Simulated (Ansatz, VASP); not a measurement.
# TaSi2 in VASP and in Ansatz

INCAR

```
SYSTEM = TaSi2
PREC = Accurate
ENCUT = 600
EDIFF = 1E-6
ISMEAR = 1
SIGMA = 0.1
LREAL = .FALSE.
LASPH = .TRUE.
NELM = 100
ALGO = Normal
ISIF = 3
LWAVE = .FALSE.
LCHARG = .FALSE.
GGA = PE
IBRION = 2
NSW = 80
EDIFFG = -0.01
```

Contents of KPOINTS:

```
Automatic mesh
0
G
  12 12 8
  0 0 0
```

POSCAR

```
TaSi2
1.0
    4.7800000000      0.0000000000      0.0000000000
   -2.3900000000      4.1396014301      0.0000000000
    0.0000000000      0.0000000000      6.5640000000
Ta Si
3 6
Direct
    0.5000000000      0.0000000000      0.5000000000
    0.5000000000      0.5000000000      0.8333333333
    0.0000000000      0.5000000000      0.1666666667
    0.1666500000      0.3333000000      0.5000000000
    0.8333500000      0.1666500000      0.8333333333
    0.6667000000      0.8333500000      0.1666666667
    0.8333500000      0.6667000000      0.5000000000
    0.1666500000      0.8333500000      0.8333333333
    0.3333000000      0.1666500000      0.1666666667
```

Input for Ansatz:

```yaml
crystal:
  lattice:
    - [4.78, 0.0, 0.0]
    - [-2.39, 4.1396014301, 0.0]
    - [0.0, 0.0, 6.564]
  atoms:
    - { symbol: Ta, position: [0.5, 0.0, 0.5] }
    - { symbol: Ta, position: [0.5, 0.5, 0.8333333333] }
    - { symbol: Ta, position: [0.0, 0.5, 0.1666666667] }
    - { symbol: Si, position: [0.16665, 0.3333, 0.5] }
    - { symbol: Si, position: [0.83335, 0.16665, 0.8333333333] }
    - { symbol: Si, position: [0.6667, 0.83335, 0.1666666667] }
    - { symbol: Si, position: [0.83335, 0.6667, 0.5] }
    - { symbol: Si, position: [0.16665, 0.83335, 0.8333333333] }
    - { symbol: Si, position: [0.3333, 0.16665, 0.1666666667] }
scf:
  occupations: { method: methfessel_paxton, width: 0.1 }
output:
  forces: true
  stress: true
  eigenvalues: true
  write_density: true
  write_potential: true
  elf: true
  volumetric_format: npy
kpoints:
  mp_grid: { grid: [12, 12, 8] }
hamiltonian:
  xc: pbe
relax:
  f_tol: 0.01
  adjacent_minimum: "off"
  cell: { stress_tol: 0.05 }
```

Alike in both runs: task relaxation of cell and atoms; functional PBE; k mesh 12 × 12 × 8; occupations methfessel-paxton of order 1, width 0.1 eV; no spin polarisation.

|  | VASP | Ansatz |
| --- | --- | --- |
| version | VASP 6.6.1 | Ansatz 0.2.0 |
| potentials or method | VASP PAW PBE potentials, release 64 (Ta_pv, Si) | scalar-relativistic, plane waves, PAW |
| plane-wave cutoff (eV) | 600 | 420 |
| valence electrons in the cell | 57 | 63 |

```tsv
	VASP	Ansatz	Ansatz less VASP
gap on the k mesh at the Fermi level, each at its own relaxed structure (eV)	none	none	-
relaxed volume (Å³/atom)	14.66	14.66	-0.005
relaxed length of the cell vector where the two differ most in proportion (Å)	4.807	4.806	-0.0006
```

A gap of «none» marks a metal or a gap that the smearing closes. VASP's potentials hold 57 valence electrons a cell and Ansatz's 63, so a difference there can come from the potentials and not from the codes.

Spin-orbit coupling is off throughout.
